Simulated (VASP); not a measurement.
# BN (P3m1) in VASP: further runs

Runs on BN. Level: LDA. Tasks: single point.

Program: VASP 6.6.1. These are calculated values, not measurements. Logs are shortened: lines on timing, memory, paths and dates and some standing lists are left out, and cuts for length are marked.

## (1) The cell of the first run

Symmetry: P3m1, No. 156, trigonal system. Conventional cell: a = 2.554 Å, b = 2.554 Å, c = 4.227 Å, α = 90.00°, β = 90.00°, γ = 120.00°. B (site symmetry 3m) has 4 N at 1.38 to 1.65 Å within 1.8 Å. B (site symmetry 3m) has 4 N at 1.57 to 1.58 Å within 2.1 Å. N (site symmetry 3m) has 4 B at 1.38 to 1.57 Å within 1.8 Å. Within 2.1 Å of N (site symmetry 3m) lie 4 B at 1.58 to 1.65 Å.

## (2) Single point, LDA (atom 1 (B) moved -0.200 Å along Cartesian [0 0 1])

INCAR reads:

```
SYSTEM = BN
  PREC = Accurate
  ENCUT = 520
  EDIFF = 1E-6
  ISMEAR = 0
  SIGMA = 0.05
  LREAL = .FALSE.
  LASPH = .TRUE.
  NELM = 80
  ALGO = Normal
  ISIF = 2
  LWAVE = .FALSE.
  LCHARG = .TRUE.
  GGA = CA
  LELF = .TRUE.
  LVHAR = .TRUE.
  NBANDS = 16
```

KPOINTS reads:

```
Automatic mesh
0
G
  12 12 6
  0 0 0
```

POSCAR reads:

```
BN
1.0
    2.5539396017      0.0000000000      0.0000000000
   -1.2769698009      2.2117765748      0.0000000000
    0.0000000000      0.0000000000      4.2268550000
B N
2 2
Direct
    0.6666666667      0.3333333333      0.9524074964
    0.3333333333      0.6666666667      0.4997240000
    0.6666666667      0.3333333333      0.6252760000
    0.3333333333      0.6666666667      0.1252760000
```

Potentials or basis: VASP PAW LDA potentials, release 64 (B, N).

Started as:

```bash
$ cat potpaw_LDA.64/B/POTCAR potpaw_LDA.64/N/POTCAR > POTCAR
$ mpirun -np 1 vasp_std > vasp.out
```

OUTCAR:

```text
SYSTEM = BN
   PREC = Accurate
   ENCUT = 520
   EDIFF = 1E-6
   ISMEAR = 0
   LREAL = .FALSE.
   LASPH = .TRUE.
   NELM = 80
   ISIF = 2
   GGA = CA

 ion  position               nearest neighbor table
   1  0.667  0.333  0.952-   3 1.38   4 1.65   4 1.65   4 1.65
   2  0.333  0.667  0.500-   3 1.57   3 1.57   3 1.57   4 1.58
   3  0.667  0.333  0.625-   1 1.38   2 1.57   2 1.57   2 1.57
   4  0.333  0.667  0.125-   2 1.58   1 1.65   1 1.65   1 1.65

  LATTYP: Found a hexagonal cell.
 ALAT       =     2.5539396017
 C/A-ratio  =     1.6550332659

  Lattice vectors:

 A1 = (   2.5539396017,   0.0000000000,   0.0000000000)
 A2 = (  -1.2769698009,   2.2117765748,   0.0000000000)
 A3 = (   0.0000000000,   0.0000000000,   4.2268550000)

Analysis of symmetry for initial positions (statically):
=====================================================================
 Subroutine PRICEL returns:
 Original cell was already a primitive cell.

 Routine SETGRP: Setting up the symmetry group for a
 hexagonal supercell.

 Subroutine GETGRP returns: Found  6 space group operations
 (whereof  6 operations were pure point group operations)
 out of a pool of 24 trial point group operations.

The static configuration has the point symmetry C_3v.

Analysis of symmetry for dynamics (positions and initial velocities):
=====================================================================
 Subroutine PRICEL returns:
 Original cell was already a primitive cell.

 Routine SETGRP: Setting up the symmetry group for a
 hexagonal supercell.

 Subroutine GETGRP returns: Found  6 space group operations
 (whereof  6 operations were pure point group operations)
 out of a pool of 24 trial point group operations.

The dynamic configuration has the point symmetry C_3v.

 Subroutine INISYM returns: Found  6 space group operations
 (whereof  6 operations are pure point group operations),
 and found     1 'primitive' translations

----------------------------------------------------------------------------------------

                                     Primitive cell

  volume of cell :      23.8764

  direct lattice vectors                    reciprocal lattice vectors
     2.553939602  0.000000000  0.000000000     0.391551938  0.226062617  0.000000000
    -1.276969801  2.211776575  0.000000000     0.000000000  0.452125233  0.000000000
     0.000000000  0.000000000  4.226855000     0.000000000  0.000000000  0.236582518

  length of vectors
     2.553939602  2.553939602  4.226855000     0.452125233  0.452125233  0.236582518
[... 89 lines left out ...]
   IBRION =     -1    ionic relax: 0-MD 1-quasi-New 2-CG
   NFREE  =      0    steps in history (QN), initial steepest desc. (CG)
   ISIF   =      2    stress and relaxation
   ISYM   =      2    0-nonsym 1-usesym 2-fastsym
   POTIM  = 0.5000    time-step for ionic-motion
   TEBEG  =    0.0;   TEEND  =   0.0 temperature during run
   PSTRESS=    0.0 pullay stress
   NELECT =      16.0000    total number of electrons
   NUPDOWN=      -1.0000    fix difference up-down
   EMIN   =  10.00;   EMAX   =-10.00  energy-range for DOS
   EFERMI =   0.00;   METHOD = LEGACY
   ISMEAR =     0;   SIGMA  =   0.05  broadening in eV -4-tet -1-fermi 0-gaus
   EFERMI_NEDOS =   21; number of points for ismear=-14 and -15
   IALGO  =     38    algorithm
   IMIX   =      4    mixing-type and parameters
     AMIX     =   0.40;   BMIX     =  1.00
     AMIX_MAG =   1.60;   BMIX_MAG =  1.00
  volume/ion in A,a.u.               =       5.97        40.28
  Fermi-wavevector in a.u.,A,eV,Ry     =   1.432600  2.707222 27.923836  2.052344
  Thomas-Fermi vector in A             =   2.552210
   LORBIT       =      0    0 simple, 1 ext, 2 COOP (PROOUT), +10 PAW based schemes
   GGA     = CA    functional components
   LHFCALC =     F    Hartree Fock is set to
   AEXX    =    0.0000 exact exchange contribution
   IVDW    =     0    specifies the selected vdW correction
   LEPSILON=     F    determine dielectric tensor
   LRPA    =     F    only Hartree local field effects (RPA)
 non-spin polarized calculation
 Gauss-broadening in eV      SIGMA  =   0.05
  energy-cutoff  :      520.00
  volume of cell :       23.88
 maximum number of plane-waves:       660
 NGX is ok and might be reduce to    20
   NGX =  9   NGY =  9   NGZ = 15

 number of electron      16.0000003 magnetization

 Free energy of the ion-electron system (eV)
  ---------------------------------------------------
  ext. energy  EPLUGINS =         0.00000000
  ---------------------------------------------------
  free energy    TOTEN  =       -37.87756653 eV

  energy without entropy =      -37.87756653  energy(sigma->0) =      -37.87756653

 E-fermi :   8.6289     XC(G=0): -13.0456

 val. band max:        8.4041293399   @ k =   0.0000   0.0000   0.0000
 cond. band min:      11.2697827642   @ k =   0.3333   0.3333   0.0000
 fundamental gap:      2.8656534243
 Fermi energy:         8.6288891379

 k-point     1 :       0.0000    0.0000    0.0000
  band No.  band energies     occupation
      1     -13.0673      2.00000
      2      -8.3692      2.00000
      3      -3.7353      2.00000
      4       4.8789      2.00000
      5       4.8789      2.00000
      6       6.0090      2.00000
[... 433 lines left out ...]
      3      -2.4088      2.00000
      4       2.6397      2.00000
      5       4.0925      2.00000
      6       4.9538      2.00000
[... 8 lines left out ...]
     15      20.2436      0.00000
     16      22.5338      0.00000

 [... further k-points ...]

------------------------ aborting loop because EDIFF is reached ----------------------------------------

  FORCE on cell =-STRESS in cart. coord.  units (eV):
  Direction    XX          YY          ZZ          XY          YZ          ZX
  --------------------------------------------------------------------------------------
  -------------------------------------------------------------------------------------
  Total       -1.4594998     -1.4594998      0.4320987      0.0000000      0.0000000      0.0000000
  in kB      -97.9366849    -97.9366849     28.9950781      0.0000000      0.0000000      0.0000000
  external PRESSURE =     -55.6260972 kB  Pullay stress =       0.0000000 kB

 VOLUME and BASIS-vectors are now :
 -----------------------------------------------------------------------------
  energy-cutoff  :      520.00
  volume of cell :       23.88
      direct lattice vectors                 reciprocal lattice vectors
     2.553939602  0.000000000  0.000000000     0.391551938  0.226062617  0.000000000
    -1.276969801  2.211776575  0.000000000     0.000000000  0.452125233  0.000000000
     0.000000000  0.000000000  4.226855000     0.000000000  0.000000000  0.236582518

 POSITION                                       TOTAL-FORCE (eV/Angst)
 -----------------------------------------------------------------------------------
      1.27697      0.73726      4.02569         0.000000      0.000000      9.385084
     -0.00000      1.47452      2.11226         0.000000     -0.000000     -2.339142
      1.27697      0.73726      2.64295         0.000000      0.000000     -4.025704
     -0.00000      1.47452      0.52952        -0.000000      0.000000     -3.020237
 -----------------------------------------------------------------------------------
    total drift:                               -0.000000     -0.000000     -0.000845

  FREE ENERGIE OF THE ION-ELECTRON SYSTEM (eV)
  ---------------------------------------------------
  free  energy   TOTEN  =       -37.8775665308 eV

  energy  without entropy=      -37.8775665308  energy(sigma->0) =      -37.87756653
```

OSZICAR:

```text
N       E                     dE             d eps       ncg     rms          rms(c)
DAV:   1     0.322067829438E+02    0.32207E+02   -0.83686E+03  3208   0.971E+02
DAV:   2    -0.381878223733E+02   -0.70395E+02   -0.65894E+02  4536   0.213E+02
DAV:   3    -0.402680158038E+02   -0.20802E+01   -0.20745E+01  3704   0.334E+01
DAV:   4    -0.402726863841E+02   -0.46706E-02   -0.46701E-02  3920   0.190E+00
DAV:   5    -0.402727005521E+02   -0.14168E-04   -0.14168E-04  3648   0.936E-02    0.944E+00
DAV:   6    -0.381526523688E+02    0.21200E+01   -0.26915E+00  3944   0.146E+01    0.426E+00
DAV:   7    -0.379435977141E+02    0.20905E+00   -0.27552E-01  4264   0.424E+00    0.261E+00
DAV:   8    -0.378781953072E+02    0.65402E-01   -0.73988E-02  3848   0.203E+00    0.275E-01
DAV:   9    -0.378776576385E+02    0.53767E-03   -0.20043E-03  3488   0.423E-01    0.136E-01
DAV:  10    -0.378775708403E+02    0.86798E-04   -0.30728E-04  4080   0.141E-01    0.263E-02
DAV:  11    -0.378775657376E+02    0.51027E-05   -0.13688E-05  3952   0.422E-02    0.103E-02
DAV:  12    -0.378775665308E+02   -0.79316E-06   -0.33129E-06  3328   0.163E-02
   1 F= -.37877567E+02 E0= -.37877567E+02  d E =-.109442E-12
```

It took 12 s on 1 thread of Intel Xeon 6975P-C (Granite Rapids), shared host; peak memory 0.14 GiB.

Results:

```yaml
Free_energy: -37.8776 eV
Pressure: -5.6 GPa
Largest_force: 9.385 eV/Å
Band_gap_on_the_k_mesh: 2.87 eV, indirect (least direct gap 6.70 eV)
```

Forces in eV/Å, atoms in the order of the input:
```
B    0.000  0.000  9.385
B    0.000  0.000 -2.339
N    0.000  0.000 -4.026
N    0.000  0.000 -3.020
```

Levels at points of the mesh, in eV from the valence-band top:
| k point | band 5 | band 6 | band 7 | band 8 | band 9 | band 10 | band 11 | band 12 |
| --- | --- | --- | --- | --- | --- | --- | --- | --- |
| (0.00, 0.00, 0.00) | -3.53 | -2.40 | 0.00 | 0.00 | 6.80 | 6.80 | 7.91 | 8.74 |
| (0.50, 0.00, 0.00) | -7.96 | -6.23 | -5.99 | -1.99 | 5.46 | 6.06 | 7.97 | 9.94 |
| (0.00, 0.00, 0.50) | -3.20 | -3.20 | -0.64 | -0.64 | 7.34 | 8.04 | 8.04 | 9.31 |
| (0.50, 0.00, 0.50) | -5.71 | -5.63 | -4.32 | -3.12 | 4.86 | 5.42 | 8.92 | 10.05 |

Caveat: the cell differs from its parent crystal (atom 1 (B) moved -0.200 Å along Cartesian [0 0 1]); forces of over 1 eV/Å act on the atoms, so gaps and moduli don't describe the material at rest.

(Part 1 of 3 ends here.)
